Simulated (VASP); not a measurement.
# PbS in VASP: G0W0 quasiparticle levels with r2SCAN

Aim: the G0W0 quasiparticle levels of PbS with r2SCAN.

Everything below comes from runs of VASP 6.6.1. Logs are shortened: lines on timing, memory, paths and dates and some standing lists are left out, and cuts for length are marked.

## Step 1: The cell of the first run

The typed cell holds 4 atoms: a = 5.956 Å, b = 4.198 Å, c = 4.198 Å, α = 90.00°, β = 90.00°, γ = 90.00°.

## Step 2: G0W0 quasiparticle levels, r2SCAN

POSCAR

```
PbS
1.0
    5.9555924852      0.0000000000      0.0000000000
    0.0000000000      2.9685438529      2.9685438774
    0.0000000000     -2.9685438529      2.9685438774
Pb S
2 2
Direct
    0.7498944813      0.2605185293      0.7605185293
    0.2501055187      0.7605185293      0.2605185293
    0.7496621016      0.7604814707      0.2604814707
    0.2503378984      0.2604814707      0.7604814707
```

INCAR.step1

```
SYSTEM = PbS
  ALGO = Normal
  EDIFF = 1E-8
  ENCUT = 500
  ISMEAR = 0
  LASPH = .TRUE.
  LCHARG = .FALSE.
  LMIXTAU = .TRUE.
  LREAL = .FALSE.
  LWAVE = .TRUE.
  METAGGA = R2SCAN
  NELM = 60
  PREC = Accurate
  SIGMA = 0.01
```

INCAR.step2

```
SYSTEM = PbS
  ALGO = Exact
  EDIFF = 1E-8
  ENCUT = 500
  ISMEAR = 0
  ISTART = 1
  LASPH = .TRUE.
  LCHARG = .FALSE.
  LMIXTAU = .TRUE.
  LOPTICS = .TRUE.
  LREAL = .FALSE.
  LWAVE = .TRUE.
  METAGGA = R2SCAN
  NBANDS = 192
  NELM = 1
  PREC = Accurate
  SIGMA = 0.01
```

INCAR.step3

```
SYSTEM = PbS
  ALGO = EVGW0
  EDIFF = 1E-8
  ENCUT = 500
  ENCUTGW = 80.0
  ISMEAR = 0
  ISTART = 1
  LASPH = .TRUE.
  LCHARG = .FALSE.
  LMIXTAU = .TRUE.
  LREAL = .FALSE.
  LWAVE = .FALSE.
  METAGGA = R2SCAN
  NBANDS = 192
  NBANDSGW = 30
  NELMGW = 1
  NOMEGA = 96
  OMEGAMAX = 20
  PREC = Accurate
  PRECFOCK = Fast
  SIGMA = 0.01
```

KPOINTS

```
k-points
0
G
  2 4 4
  0 0 0
```

Potentials or basis: VASP PAW PBE potentials, release 64 (Pb_d_GW, S_GW).

Started as:

```
$ cat potpaw_PBE.64/Pb_d_GW/POTCAR potpaw_PBE.64/S_GW/POTCAR > POTCAR
$ cp INCAR.step1 INCAR
$ mpirun -np 1 vasp_std > vasp.out
$ cp INCAR.step2 INCAR
$ mpirun -np 1 vasp_std > vasp.out
$ cp INCAR.step3 INCAR
$ mpirun -np 1 vasp_std > vasp.out
```

OUTCAR:

```text
SYSTEM = PbS
   EDIFF = 1E-8
   ENCUT = 500
   ENCUTGW = 80.0
   ISMEAR = 0
   ISTART = 1
   LASPH = .TRUE.
   LREAL = .FALSE.
   METAGGA = R2SCAN
   NELMGW = 1
   PREC = Accurate
   PRECFOCK = Fast

 ion  position               nearest neighbor table
   1  0.750  0.261  0.761-
   2  0.250  0.761  0.261-
   3  0.750  0.760  0.260-
   4  0.250  0.260  0.760-

  LATTYP: Found a simple tetragonal cell.
 ALAT       =     4.1981549946
 C/A-ratio  =     1.4186213927

  Lattice vectors:

 A1 = (   0.0000000000,   2.9685438529,   2.9685438774)
 A2 = (   0.0000000000,  -2.9685438529,   2.9685438774)
 A3 = (   5.9555924852,   0.0000000000,   0.0000000000)

Analysis of symmetry for initial positions (statically):
=====================================================================
 Subroutine PRICEL returns:
 Original cell was already a primitive cell.

 Routine SETGRP: Setting up the symmetry group for a
 simple tetragonal supercell.

 Subroutine GETGRP returns: Found  4 space group operations
 (whereof  2 operations were pure point group operations)
 out of a pool of 16 trial point group operations.

The static configuration has the point symmetry C_2 .
 The point group associated with its full space group is C_2v.

Analysis of symmetry for dynamics (positions and initial velocities):
=====================================================================
 Subroutine PRICEL returns:
 Original cell was already a primitive cell.

 Routine SETGRP: Setting up the symmetry group for a
 simple tetragonal supercell.

 Subroutine GETGRP returns: Found  4 space group operations
 (whereof  2 operations were pure point group operations)
 out of a pool of 16 trial point group operations.

The dynamic configuration has the point symmetry C_2 .
 The point group associated with its full space group is C_2v.

 Subroutine INISYM returns: Found  4 space group operations
 (whereof  2 operations are pure point group operations),
 and found     1 'primitive' translations

----------------------------------------------------------------------------------------

                                     Primitive cell

  volume of cell :     104.9644

  direct lattice vectors                    reciprocal lattice vectors
     5.955592485  0.000000000  0.000000000     0.167909407  0.000000000  0.000000000
     0.000000000  2.968543853  2.968543877     0.000000000  0.168432748  0.168432747
     0.000000000 -2.968543853  2.968543877     0.000000000 -0.168432748  0.168432747

  length of vectors
     5.955592485  4.198154995  4.198154995     0.167909407  0.238199876  0.238199876

  position of ions in fractional coordinates (direct lattice)
     0.749894481  0.260518529  0.760518529
     0.250105519  0.760518529  0.260518529
     0.749662102  0.760481471  0.260481471
     0.250337898  0.260481471  0.760481471

  ion indices of the primitive-cell ions
   primitive index   ion index
                 1           1
                 2           2
                 3           3
                 4           4

----------------------------------------------------------------------------------------

 KPOINTS: k-points

Automatic generation of k-mesh.
 Grid dimensions read from file:
 generate k-points for:    2    4    4

 Generating k-lattice:

  Cartesian coordinates                     Fractional coordinates (reciprocal lattice)
     0.083954703  0.000000000  0.000000000     0.500000000  0.000000000  0.000000000
     0.000000000  0.042108187  0.042108187     0.000000000  0.250000000  0.000000000
     0.000000000 -0.042108187  0.042108187     0.000000000  0.000000000  0.250000000

  Length of vectors
     0.083954703  0.059549969  0.059549969

  Shift w.r.t. Gamma in fractional coordinates (k-lattice)
     0.000000000  0.000000000  0.000000000

 Subroutine IBZKPT returns following result:
 ===========================================

 Found     14 irreducible k-points:

 Following reciprocal coordinates:
            Coordinates               Weight
  0.000000  0.000000  0.000000      1.000000
  0.500000  0.000000  0.000000      1.000000
  0.000000  0.250000  0.000000      4.000000
  0.500000  0.250000  0.000000      4.000000
  0.000000  0.500000  0.000000      2.000000
  0.500000  0.500000  0.000000      2.000000
  0.000000  0.250000  0.250000      2.000000
  0.000000 -0.250000  0.250000      2.000000
  0.500000  0.250000  0.250000      2.000000
  0.500000 -0.250000  0.250000      2.000000
  0.000000  0.500000  0.250000      4.000000
  0.500000  0.500000  0.250000      4.000000
  0.000000  0.500000  0.500000      1.000000
  0.500000  0.500000  0.500000      1.000000
   k-points           NKPTS =     14   k-points in BZ     NKDIM =     32   number of bands    NBANDS=    192
   number of dos      NEDOS =    301   number of ions     NIONS =      4
   total plane-waves  NPLWV =  49152
   dimension x,y,z NGX =    48 NGY =   32 NGZ =   32
   dimension x,y,z NGXF=    96 NGYF=   64 NGZF=   64
   ions per type =               2   2
   NGX,Y,Z   is equivalent  to a cutoff of  13.40, 12.67, 12.67 a.u.
   NGXF,Y,Z  is equivalent  to a cutoff of  26.80, 25.34, 25.34 a.u.
 SYSTEM =  PbS
   PREC   = accura    normal or accurate (medium, high low for compatibility)
   ISTART =      1    job   : 0-new  1-cont  2-samecut
   ICHARG =      0    charge: 1-file 2-atom 10-const
   ISPIN  =      1    spin polarized calculation?
   LNONCOLLINEAR =      F non collinear calculations
   LSORBIT =      F    spin-orbit coupling
   LASPH  =      T    aspherical Exc in radial PAW
   ENCUT  =  500.0 eV  36.75 Ry    6.06 a.u.  10.86  7.65  7.65*2*pi/ulx,y,z
   NELM   =     60;   NELMIN=  2; NELMDL=  0     # of ELM steps
   EDIFF  = 0.1E-07   stopping-criterion for ELM
   LREAL  =      F    real-space projection
   EDIFFG = 0.1E-06   stopping-criterion for IOM
   NSW    =      0    number of steps for IOM
   IBRION =     -1    ionic relax: 0-MD 1-quasi-New 2-CG
   NFREE  =      0    steps in history (QN), initial steepest desc. (CG)
   ISIF   =      0    stress and relaxation
   ISYM   =      3    0-nonsym 1-usesym 2-fastsym
   POTIM  = 0.5000    time-step for ionic-motion
   TEBEG  =    0.0;   TEEND  =   0.0 temperature during run
   PSTRESS=    0.0 pullay stress
   NELECT =      44.0000    total number of electrons
   NUPDOWN=      -1.0000    fix difference up-down
   EMIN   =  10.00;   EMAX   =-10.00  energy-range for DOS
   EFERMI =   0.00;   METHOD = LEGACY
   ISMEAR =     0;   SIGMA  =   0.01  broadening in eV -4-tet -1-fermi 0-gaus
   EFERMI_NEDOS =   21; number of points for ismear=-14 and -15
   IALGO  =     38    algorithm
   IMIX   =      4    mixing-type and parameters
     AMIX     =   0.40;   BMIX     =  1.00
     AMIX_MAG =   1.60;   BMIX_MAG =  1.00
  volume/ion in A,a.u.               =      26.24       177.08
  Fermi-wavevector in a.u.,A,eV,Ry     =   1.225213  2.315318 20.424358  1.501148
  Thomas-Fermi vector in A             =   2.360260
   LORBIT       =      0    0 simple, 1 ext, 2 COOP (PROOUT), +10 PAW based schemes
   METAGGA = R2SCAN    functional components
   LHFCALC =     T    Hartree Fock is set to
   PRECFOCK=fast      Normal, Fast or Accurate (Low or Medium for compatibility)
   ENCUT4O =  -1.0   cutoff for four orbital integrals eV
   NKREDX  =     1    reduce k-point grid by
   NKREDY  =     1    reduce k-point grid by
   NKREDZ  =     1    reduce k-point grid by
   AEXX    =    1.0000 exact exchange contribution
   HFSCREEN=    0.0000 screening length (either q_TF or 0.3 A-1)
   HFSCREENC=   0.0000 screening length for correlation (either q_TF or 0.3 A-1)
   ENCUTFOCK=  -1.0 apply spherical cutoff to Coloumb kernel
   IVDW    =     0    specifies the selected vdW correction
   LEPSILON=     F    determine dielectric tensor
   LRPA    =     F    only Hartree local field effects (RPA)
   LRPAFORCE           =     F    calculate RPA forces
   ENCUTGW             =  80.0    cutoff for response function in eV
   ENCUTGWSOFT         =  64.0    soft cutoff for Coulomb kernel in GW response function in eV
   ENCUTLF             =  -1.0    cutoff for local field effects
   NELMGW              =     1    number of iterations in solving QP/BSE equation
   NELMHF              =     1    number of iterations in the inner HF iteration
   NKREDLFX            =     1    NKREDLFY  =   1   NKREDLFZ  =   1
 non-spin polarized calculation
 Gauss-broadening in eV      SIGMA  =   0.01
  energy-cutoff  :      500.00
  volume of cell :      104.96
 maximum number of plane-waves:      2701
 NGX is ok and might be reduce to    48
  NGX = 28; NGY = 18; NGZ = 18
   NGX = 21   NGY = 15   NGZ = 15
 maximum number of plane-waves:       184
 NGX is ok and might be reduce to    18

 QP shifts <psi_nk| G(iteration)W_0 |psi_nk>: iteration 1
 for sc-GW calculations column KS-energies equals QP-energies in previous step
 and V_xc(KS)=  KS-energies - (<T + V_ion + V_H > + <T+V_H+V_ion>^1  + <V_x>^1)

 k-point   1 :       0.0000    0.0000    0.0000
  band No.  KS-energies  QP-energies   sigma(KS)   V_xc(KS)     V^pw_x(r,r')   Z            occupation Imag(sigma)

      1    -138.6742    -160.2919     -28.6566       2.3824     -36.1715       0.6965       2.0000       0.1249
      2    -138.6742    -160.2919     -28.6566       2.3824     -36.1715       0.6965       2.0000       0.1249
      3     -13.9842     -20.1086     -19.6197     -10.8175     -25.2012       0.6958       2.0000       0.2811
      4     -13.8307     -20.4921     -20.0247     -10.6577     -25.2465       0.7112       2.0000       0.1672
      5     -13.8307     -20.4921     -20.0247     -10.6577     -25.2465       0.7112       2.0000       0.1672
      6     -13.8307     -20.4921     -20.0247     -10.6577     -25.2465       0.7112       2.0000       0.1672
[... 22 lines left out ...]
     29       9.6865       9.5031     -11.2325     -10.9786      -6.5360       0.7224       0.0000      -0.1962
     30      10.7295      10.3817      -8.8927      -8.4453      -4.3288       0.7774       0.0000      -0.1480

 k-point   2 :       0.5000    0.0000    0.0000
  band No.  KS-energies  QP-energies   sigma(KS)   V_xc(KS)     V^pw_x(r,r')   Z            occupation Imag(sigma)

      1    -138.6741    -160.3798     -28.6567       2.3832     -36.1715       0.6993       2.0000       0.1249
      2    -138.6741    -160.3798     -28.6567       2.3832     -36.1715       0.6993       2.0000       0.1249
      3     -13.8818     -20.3793     -19.9352     -10.7388     -25.3203       0.7065       2.0000       0.2405
      4     -13.8818     -20.3793     -19.9352     -10.7388     -25.3203       0.7065       2.0000       0.2405
      5     -13.8180     -20.4802     -20.0127     -10.6575     -25.2397       0.7121       2.0000       0.1665
      6     -13.8180     -20.4802     -20.0127     -10.6575     -25.2397       0.7121       2.0000       0.1665
[... 22 lines left out ...]
     29       8.8852       8.7036     -10.5830     -10.3373      -6.1400       0.7390       0.0000      -0.1427
     30       8.8852       8.7036     -10.5830     -10.3373      -6.1400       0.7390       0.0000      -0.1427

 k-point   3 :       0.0000    0.2500    0.0000
  band No.  KS-energies  QP-energies   sigma(KS)   V_xc(KS)     V^pw_x(r,r')   Z            occupation Imag(sigma)

      1    -138.6741    -160.3441     -28.6567       2.3829     -36.1715       0.6981       2.0000       0.1249
      2    -138.6741    -160.3441     -28.6567       2.3829     -36.1715       0.6981       2.0000       0.1249
      3     -13.9408     -20.2182     -19.7428     -10.7875     -25.2487       0.7010       2.0000       0.2627
      4     -13.8301     -20.5152     -20.0393     -10.6598     -25.2586       0.7127       2.0000       0.1699
      5     -13.8262     -20.4840     -20.0701     -10.6975     -25.3588       0.7103       2.0000       0.1942
      6     -13.8214     -20.5189     -20.0544     -10.6627     -25.2709       0.7131       2.0000       0.1675
[... 22 lines left out ...]
     29      10.2284       9.7842      -9.0296      -8.4516      -4.4443       0.7687       0.0000      -0.1617
     30      11.0461      10.5508      -8.9697      -8.3187      -4.1328       0.7607       0.0000      -0.2367

 k-point   4 :       0.5000    0.2500    0.0000
  band No.  KS-energies  QP-energies   sigma(KS)   V_xc(KS)     V^pw_x(r,r')   Z            occupation Imag(sigma)

      1    -138.6741    -160.4516     -28.6567       2.3835     -36.1715       0.7016       2.0000       0.1249
      2    -138.6741    -160.4516     -28.6567       2.3835     -36.1715       0.7016       2.0000       0.1249
      3     -13.8631     -20.4383     -20.0032     -10.7174     -25.3403       0.7081       2.0000       0.2285
      4     -13.8631     -20.4383     -20.0032     -10.7174     -25.3403       0.7081       2.0000       0.2285
      5     -13.8162     -20.5030     -20.0489     -10.6714     -25.2860       0.7131       2.0000       0.1804
      6     -13.8162     -20.5030     -20.0489     -10.6714     -25.2860       0.7131       2.0000       0.1804
[... 294 lines left out ...]
     29      11.9844      11.6158      -8.9326      -8.4534      -4.0553       0.7693       0.0000      -0.2233
     30      11.9844      11.6158      -8.9326      -8.4534      -4.0553       0.7693       0.0000      -0.2233

 k-point  13 :       0.0000    0.5000    0.5000
  band No.  KS-energies  QP-energies   sigma(KS)   V_xc(KS)     V^pw_x(r,r')   Z            occupation Imag(sigma)

      1    -138.6741    -160.3747     -28.6567       2.3831     -36.1715       0.6991       2.0000       0.1249
      2    -138.6741    -160.3747     -28.6567       2.3831     -36.1715       0.6991       2.0000       0.1249
      3     -13.9647     -20.1113     -19.6074     -10.8238     -25.1961       0.6998       2.0000       0.2888
      4     -13.9647     -20.1113     -19.6074     -10.8238     -25.1961       0.6998       2.0000       0.2888
      5     -13.8556     -20.4937     -19.9984     -10.6498     -25.2211       0.7101       2.0000       0.1694
      6     -13.8556     -20.4937     -19.9984     -10.6498     -25.2211       0.7101       2.0000       0.1694
[... 22 lines left out ...]
     29       9.7049       9.5216     -11.2454     -10.9916      -6.5587       0.7221       0.0000      -0.1980
     30       9.7049       9.5216     -11.2454     -10.9916      -6.5587       0.7221       0.0000      -0.1980

 k-point  14 :       0.5000    0.5000    0.5000
  band No.  KS-energies  QP-energies   sigma(KS)   V_xc(KS)     V^pw_x(r,r')   Z            occupation Imag(sigma)

      1    -138.6741    -160.3758     -28.6567       2.3832     -36.1715       0.6992       2.0000       0.1249
      2    -138.6741    -160.3758     -28.6567       2.3832     -36.1715       0.6992       2.0000       0.1249
      3     -13.9104     -20.1801     -19.7181     -10.8026     -25.2451       0.7032       2.0000       0.2709
      4     -13.9104     -20.1801     -19.7181     -10.8026     -25.2451       0.7032       2.0000       0.2709
      5     -13.8181     -20.4991     -20.1001     -10.7059     -25.3962       0.7112       2.0000       0.2138
      6     -13.8181     -20.4991     -20.1001     -10.7059     -25.3962       0.7112       2.0000       0.2138
[... 22 lines left out ...]
     29      12.1765      11.7881      -9.7049      -9.1932      -4.6773       0.7589       0.0000      -0.3192
     30      12.1765      11.7881      -9.7049      -9.1932      -4.6773       0.7589       0.0000      -0.3192
```

Run time: 48 min. Hardware: 1 thread of Intel Xeon Platinum 8259CL at 2.50GHz (Skylake/Cascade Lake), shared host; peak memory 2.3 GiB.

What came out:

| Quantity | Value |
| --- | --- |
| Quasiparticle gap | 0.71 eV |
| Least direct quasiparticle gap | 0.71 eV |
| Band gap of the starting levels on the mesh | 0.63 eV |
| Least direct gap of the starting levels on the mesh | 0.63 eV |

Caveat: the k points lie up to 0.53 Å⁻¹ apart; bands, screening cutoff and mesh are small and nothing is extrapolated, so the quasiparticle values aren't converged; spin-orbit coupling is left out, which moves the levels of the heavy elements.
